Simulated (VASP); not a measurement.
Wanted: the native input for a VASP 6.6.1 run.

```yaml
Task: single point
Functional: PBE
Potentials_or_basis: VASP PAW PBE potentials, release 64 (N)
Cutoff: 520 eV
k_mesh: 58 × 58 × 58
Occupations: fermi-dirac, width 0.0612256 eV
Spin: no spin polarisation
Dipole_correction: no
Further_INCAR_settings: ALGO = Normal; EDIFF = 1e-06; NBANDS = 8
```

The structure of N lies in POSCAR:

```
N
1.0
    1.8396127099      0.0000000000      0.0000000000
    0.0000000000      1.8396127099      0.0000000000
    0.0000000000      0.0000000000      1.8396127099
N
1
Direct
    0.0000000000      0.0000000000      0.0000000000
```

The input as run:

INCAR

```
  PREC = Accurate
  ENCUT = 520
  EDIFF = 1E-6
  ISMEAR = -1
  SIGMA = 0.06122561905347299
  LREAL = False
  LASPH = True
  NELM = 60
  ALGO = Normal
  ISIF = 2
  LWAVE = False
  LCHARG = False
  GGA = PE
  NBANDS = 8
```

KPOINTS

```
Automatic mesh
0
Gamma
  58 58 58
```

Potentials or basis: VASP PAW PBE potentials, release 64 (N).

The run is started by

```bash
$ cat potpaw_PBE.64/N/POTCAR > POTCAR
$ mpirun -np 1 vasp_std > vasp.out
```

It gave:

```yaml
Pressure: 9.1 GPa
Band_gap_on_the_k_mesh: zero (an odd number of electrons rules out a gap without spin polarisation)
```

Caveat: the cell stands under pressure.

It took 2.2 min on 1 thread of Intel Xeon 8259CL, on a shared host, peak memory 0.3 GiB.
